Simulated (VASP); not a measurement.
# AlNi (Pm-3m) in VASP: notebook, part 2 of 2

VASP 6.6.1.

### Step 5. Single point, r2SCAN, collinear spin, ferromagnetic start

The input, POSCAR:

```
AlNi
1.0
    2.8631691193      0.0000000000      0.0000000000
    0.0000000000      2.8631691193      0.0000000000
    0.0000000000      0.0000000000      2.8631691193
Al Ni
1 1
Direct
    0.0000000000      0.0000000000      0.0000000000
    0.5000000000      0.5000000000      0.5000000000
```

The input, INCAR.step1:

```
SYSTEM = AlNi
PREC = Accurate
ENCUT = 520
ISMEAR = 0
SIGMA = 0.1
LREAL = .False.
LASPH = .True.
NELM = 150
ISPIN = 2
MAGMOM = 0.01 0.08
LMAXMIX = 4
NBANDS = 18
GGA = PE
ALGO = Normal
EDIFF = 1E-4
LWAVE = .True.
LCHARG = .False.
```

The input, INCAR.step2:

```
SYSTEM = AlNi
PREC = Accurate
ENCUT = 520
EDIFF = 1E-6
ISMEAR = 0
SIGMA = 0.1
LREAL = .False.
LASPH = .True.
NELM = 150
ALGO = Normal
ISIF = 2
LWAVE = .False.
LCHARG = .False.
ISPIN = 2
MAGMOM = 0.01 0.08
LORBIT = 11
LMAXMIX = 4
METAGGA = R2SCAN
LMIXTAU = .True.
NBANDS = 18
ISTART = 1
```

The input, KPOINTS:

```
regular mesh
0
Gamma
  14 14 14
  0 0 0
```

Potentials or basis: VASP PAW PBE potentials, release 64 (Al, Ni).

On the command line:

```
$ cat potpaw_PBE.64/Al/POTCAR potpaw_PBE.64/Ni/POTCAR > POTCAR
$ cp INCAR.step1 INCAR
$ mpirun -np 1 vasp_std > vasp.out
$ cp INCAR.step2 INCAR
$ mpirun -np 1 vasp_std > vasp.out
```

OUTCAR:

```text
SYSTEM = AlNi
   PREC = Accurate
   ENCUT = 520
   EDIFF = 1E-6
   ISMEAR = 0
   LREAL = .False.
   LASPH = .True.
   NELM = 150
   ISIF = 2
   ISPIN = 2
   LORBIT = 11
   METAGGA = R2SCAN
   ISTART = 1

 ion  position               nearest neighbor table
   1  0.000  0.000  0.000-   2 2.48   2 2.48   2 2.48   2 2.48   2 2.48   2 2.48   2 2.48   2 2.48

   2  0.500  0.500  0.500-   1 2.48   1 2.48   1 2.48   1 2.48   1 2.48   1 2.48   1 2.48   1 2.48

  LATTYP: Found a simple cubic cell.
 ALAT       =     2.8631691193

  Lattice vectors:

 A1 = (   2.8631691193,   0.0000000000,   0.0000000000)
 A2 = (   0.0000000000,   2.8631691193,   0.0000000000)
 A3 = (   0.0000000000,   0.0000000000,   2.8631691193)

Analysis of symmetry for initial positions (statically):
=====================================================================
 Subroutine PRICEL returns:
 Original cell was already a primitive cell.

 Routine SETGRP: Setting up the symmetry group for a
 simple cubic supercell.

 Subroutine GETGRP returns: Found 48 space group operations
 (whereof 48 operations were pure point group operations)
 out of a pool of 48 trial point group operations.

The static configuration has the point symmetry O_h .

Analysis of symmetry for dynamics (positions and initial velocities):
=====================================================================
 Subroutine PRICEL returns:
 Original cell was already a primitive cell.

 Routine SETGRP: Setting up the symmetry group for a
 simple cubic supercell.

 Subroutine GETGRP returns: Found 48 space group operations
 (whereof 48 operations were pure point group operations)
 out of a pool of 48 trial point group operations.

The dynamic configuration has the point symmetry O_h .

Analysis of structural, dynamic, and magnetic symmetry:
=====================================================================
 Subroutine PRICEL returns:
 Original cell was already a primitive cell.

 Routine SETGRP: Setting up the symmetry group for a
 simple cubic supercell.

 Subroutine GETGRP returns: Found 48 space group operations
 (whereof 48 operations were pure point group operations)
[... 144 lines left out ...]

 Free energy of the ion-electron system (eV)
  ---------------------------------------------------
  ext. energy  EPLUGINS =         0.00000000
  ---------------------------------------------------
  free energy    TOTEN  =       -20.06867445 eV

  energy without entropy =      -20.06357650  energy(sigma->0) =      -20.06612547

 E-fermi :  10.1052     XC(G=0): -13.1113

 val. band max:       10.0940527698   @ k =   0.5000   0.5000   0.2857
 cond. band min:      10.1102451491   @ k =   0.3571   0.2143   0.0714
 fundamental gap:      0.0161923794
 Fermi energy:        10.1052326497

 spin component 1

 k-point     1 :       0.0000    0.0000    0.0000
  band No.  band energies     occupation
      1      -1.7202      1.00000
      2       6.6977      1.00000
      3       6.6977      1.00000
      4       8.4930      1.00000
      5       8.4930      1.00000
      6       8.4930      1.00000
[... 493 lines left out ...]
     17      34.0975      0.00000
     18      36.2782      0.00000

 [... further k-points ...]

 spin component 2

 k-point     1 :       0.0000    0.0000    0.0000
  band No.  band energies     occupation
      1      -1.7202      1.00000
      2       6.6977      1.00000
      3       6.6977      1.00000
      4       8.4930      1.00000
      5       8.4930      1.00000
      6       8.4930      1.00000
[... 493 lines left out ...]
     17      34.0975      0.00000
     18      36.2782      0.00000

 [... further k-points ...]
[... 5 lines left out ...]
  --------------------------------------------------------------------------------------
  -------------------------------------------------------------------------------------
  Total       -0.0229364     -0.0229364     -0.0229364     -0.0000000      0.0000000      0.0000000
  in kB       -1.5656518     -1.5656518     -1.5656518     -0.0000000      0.0000000      0.0000000
  external PRESSURE =      -1.5656518 kB  Pullay stress =       0.0000000 kB

 VOLUME and BASIS-vectors are now :
 -----------------------------------------------------------------------------
  energy-cutoff  :      520.00
  volume of cell :       23.47
      direct lattice vectors                 reciprocal lattice vectors
     2.863169119  0.000000000  0.000000000     0.349263337  0.000000000  0.000000000
     0.000000000  2.863169119  0.000000000     0.000000000  0.349263337  0.000000000
     0.000000000  0.000000000  2.863169119     0.000000000  0.000000000  0.349263337

 POSITION                                       TOTAL-FORCE (eV/Angst)
 -----------------------------------------------------------------------------------
      0.00000      0.00000      0.00000         0.000000      0.000000      0.000000
      1.43158      1.43158      1.43158         0.000000      0.000000      0.000000
 -----------------------------------------------------------------------------------
    total drift:                                0.000000      0.000000     -0.000000

  FREE ENERGIE OF THE ION-ELECTRON SYSTEM (eV)
  ---------------------------------------------------
  free  energy   TOTEN  =       -20.0686744462 eV

  energy  without entropy=      -20.0635764995  energy(sigma->0) =      -20.06612547

 total charge

# of ion       s       p       d       tot
------------------------------------------
    1        0.383   0.434   0.000   0.817
    2        0.495   0.557   8.494   9.545
--------------------------------------------------
tot          0.878   0.991   8.494  10.362

 magnetization (x)

# of ion       s       p       d       tot
------------------------------------------
    1       -0.000  -0.000   0.000  -0.000
    2        0.000   0.000  -0.000  -0.000
--------------------------------------------------
tot         -0.000  -0.000  -0.000  -0.000
```

OSZICAR.step1:

```text
N       E                     dE             d eps       ncg     rms          rms(c)
DAV:   1     0.456758914036E+02    0.45676E+02   -0.50320E+03  8928   0.756E+02
DAV:   2    -0.933055630245E+01   -0.55006E+02   -0.48525E+02  9406   0.163E+02
DAV:   3    -0.119457651013E+02   -0.26152E+01   -0.25506E+01 10478   0.365E+01
DAV:   4    -0.119801682119E+02   -0.34403E-01   -0.34373E-01 10062   0.372E+00
DAV:   5    -0.119809296241E+02   -0.76141E-03   -0.76136E-03 10164   0.598E-01    0.120E+01
DAV:   6    -0.137662048421E+02   -0.17853E+01   -0.40442E+01  9908   0.728E+01    0.154E+01
DAV:   7    -0.105550622059E+02    0.32111E+01   -0.12085E+01  9940   0.433E+01    0.100E+00
DAV:   8    -0.105414833259E+02    0.13579E-01   -0.19842E-01 11172   0.402E+00    0.101E+00
DAV:   9    -0.105278221073E+02    0.13661E-01   -0.45295E-02 11062   0.228E+00    0.240E-01
DAV:  10    -0.105274484733E+02    0.37363E-03   -0.16755E-03 12550   0.457E-01    0.987E-02
DAV:  11    -0.105274359507E+02    0.12523E-04   -0.15416E-04  5854   0.136E-01
   1 F= -.10527436E+02 E0= -.10524895E+02  d E =-.508248E-02  mag=     0.0011
```

Wall time 2.5 min (1 thread of Intel Xeon Platinum 8488C (Sapphire Rapids), shared host); peak memory 0.21 GiB.

Results:

| Property | Result |
| --- | --- |
| Free energy | -20.0687 eV |
| Pressure | -0.2 GPa |
| Net moment | 0.00 μB per cell |
| Valence electrons inside the program's atomic spheres | Al 0.82; Ni 9.54 |

Levels at points of the mesh, in eV from the Fermi level:
Spin up:
| k point | band 3 | band 4 | band 5 | band 6 | band 7 | band 8 | band 9 | band 10 | band 11 | band 12 |
| --- | --- | --- | --- | --- | --- | --- | --- | --- | --- | --- |
| (0.00, 0.00, 0.00) | -3.41 | -1.61 | -1.61 | -1.61 | 6.01 | 6.01 | 6.01 | 8.49 | 8.49 | 15.41 |
| (0.50, 0.00, 0.00) | -2.88 | -2.36 | -2.36 | -1.52 | -0.63 | 8.70 | 10.68 | 10.68 | 11.84 | 11.84 |
| (0.50, 0.50, 0.00) | -3.12 | -3.12 | -2.18 | -2.18 | -1.02 | 1.65 | 2.83 | 13.53 | 16.00 | 16.00 |
| (0.50, 0.50, 0.50) | -4.36 | -0.99 | -0.99 | 2.05 | 2.05 | 2.05 | 4.67 | 4.74 | 4.74 | 4.74 |
Spin down:
| k point | band 4 | band 5 | band 6 | band 7 | band 8 | band 9 | band 10 | band 11 |
| --- | --- | --- | --- | --- | --- | --- | --- | --- |
| (0.00, 0.00, 0.00) | -1.61 | -1.61 | -1.61 | 6.01 | 6.01 | 6.01 | 8.49 | 8.49 |
| (0.50, 0.00, 0.00) | -2.36 | -2.36 | -1.52 | -0.63 | 8.70 | 10.68 | 10.68 | 11.84 |
| (0.50, 0.50, 0.00) | -3.12 | -2.18 | -2.18 | -1.02 | 1.65 | 2.83 | 13.53 | 16.00 |
| (0.50, 0.50, 0.50) | -0.99 | -0.99 | 2.05 | 2.05 | 2.05 | 4.67 | 4.74 | 4.74 |

Caveat: the PAW data sets were made with another functional, which shifts forces and pressure a little.

### Step 6. Overview

```tsv
spin	cell	gap on the mesh (eV)	pressure (GPa)
off	a = 2.863 Å, 2 atoms	none	-0.2
off	a = 2.892 Å, 2 atoms	none	-5.0
off	a = 2.919 Å, 2 atoms	none	-9.2
collinear, ferromagnetic start	a = 2.863 Å, 2 atoms	none	-0.2
```

Alike in all rows: task single point; level r2SCAN; potentials or basis VASP PAW PBE potentials, release 64 (Al, Ni); k mesh 14 × 14 × 14; cutoff (eV) 520; smearing gaussian 0.1 eV.

Caveats: the PAW data sets were made with another functional, which shifts forces and pressure a little.

Total energies depend on the potentials used, so only differences within one code and one set of settings carry meaning.
